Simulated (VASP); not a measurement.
A run of VASP 6.6.1 is set up as follows.

INCAR

```
SYSTEM = Na3Al
PREC     = Accurate       ! precision mode
ENCUT    = 520            ! plane-wave cutoff, eV
EDIFF    = 1E-7           ! SCF threshold, eV
ISMEAR   = 1              ! smearing method
SIGMA    = 0.1            ! smearing width, eV
LREAL    = .FALSE.        ! projectors in reciprocal space
LASPH    = .TRUE.         ! aspherical terms in the spheres
NELM     = 60             ! most SCF steps
ALGO     = Normal         ! electronic algorithm
ISIF     = 2              ! what is computed and relaxed
LWAVE    = .FALSE.        ! write WAVECAR
LCHARG   = .TRUE.         ! write CHGCAR
GGA      = PE             ! functional
LELF     = .TRUE.         ! ELF
LVHAR    = .TRUE.       
NBANDS   = 20             ! bands
```

File KPOINTS:

```
regular mesh
0
G
  5 5 5
  0 0 0
```

Contents of POSCAR:

```
Na3Al
1.0
    0.0000000000      3.7547574731      3.7547574731
    3.7547574731      0.0000000000      3.7547574731
    3.7547574731      3.7547574731      0.0000000000
Na Al
3 1
Direct
    0.2500000000      0.2500000000      0.2500000000
    0.7500000000      0.7500000000      0.7500000000
    0.5000000000      0.5000000000      0.5000000000
    0.0000000000      0.0000000000      0.0000000000
```

Potentials or basis: VASP PAW PBE potentials, release 64 (Na_pv, Al).

The run is started by

```console
$ cat potpaw_PBE.64/Na_pv/POTCAR potpaw_PBE.64/Al/POTCAR > POTCAR
$ mpirun -np 1 vasp_std > vasp.out
```

**Question.** What does it give for the band gap on the k mesh?

**Answer.** Zero (band 12 reaches 2.85 eV, above the bottom of band 13 at 1.25 eV).

**Question.** What does it give for the pressure?

**Answer.** 1.2 GPa.
